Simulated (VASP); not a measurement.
A run of VASP 6.6.1 is set up as follows.

POSCAR

```
MgF2
1.0
    4.6677817757      0.0000000000      0.0000000000
    0.0000000000      4.6677817757      0.0000000000
    0.0000000000      0.0000000000      3.0762730251
Mg F
2 4
Direct
    0.0000000000      0.0000000000      0.0000000000
    0.5000000000      0.5000000000      0.5000000000
    0.3029506050      0.3029506050      0.0000000000
    0.1970493950      0.8029506050      0.5000000000
    0.6970493950      0.6970493950      0.0000000000
    0.8029506050      0.1970493950      0.5000000000
```

Contents of INCAR.step1:

```
SYSTEM = MgF2
PREC = Accurate
ENCUT = 660
ISMEAR = 0
SIGMA = 0.01
LREAL = .FALSE.
LASPH = .TRUE.
NELM = 120
NBANDS = 25
GGA = PE
ALGO = Normal
EDIFF = 1E-5
LWAVE = .TRUE.
LCHARG = .FALSE.
GGA_COMPAT = .FALSE.
```

INCAR.step2

```
SYSTEM = MgF2
PREC = Accurate
ENCUT = 660
EDIFF = 1E-6
ISMEAR = 0
SIGMA = 0.01
LREAL = .FALSE.
LASPH = .TRUE.
NELM = 120
ALGO = Normal
ISIF = 2
LWAVE = .FALSE.
LCHARG = .FALSE.
METAGGA = R2SCAN
LMIXTAU = .TRUE.
NBANDS = 25
ISTART = 1
GGA_COMPAT = .FALSE.
```

The input KPOINTS:

```
regular mesh
0
G
  4 4 8
  0 0 0
```

Potentials or basis: VASP PAW PBE potentials, release 64 (Mg, F).

The run is started by

```sh
$ cat potpaw_PBE.64/Mg/POTCAR potpaw_PBE.64/F/POTCAR > POTCAR
$ cp INCAR.step1 INCAR
$ mpirun -np 1 vasp_std > vasp.out
$ cp INCAR.step2 INCAR
$ mpirun -np 1 vasp_std > vasp.out
```

Problem. Predict the largest force.

Solution. 0.050 eV/Å.

Problem. Predict the pressure.

Solution. -4.4 GPa.

Problem. Predict the band gap on the k mesh.

Solution. 7.82 eV.

Forces on the atoms (eV/Å):
```
Mg   0.000  0.000  0.000
Mg   0.000  0.000  0.000
F    0.036  0.036  0.000
F   -0.036  0.036  0.000
F   -0.036 -0.036  0.000
F    0.036 -0.036  0.000
```

Caveat: the cell stands under tension; the PAW data sets were made with another functional, which shifts forces and pressure a little. r2SCAN opens gaps a little over a GGA but as a rule still falls short of measured ones.
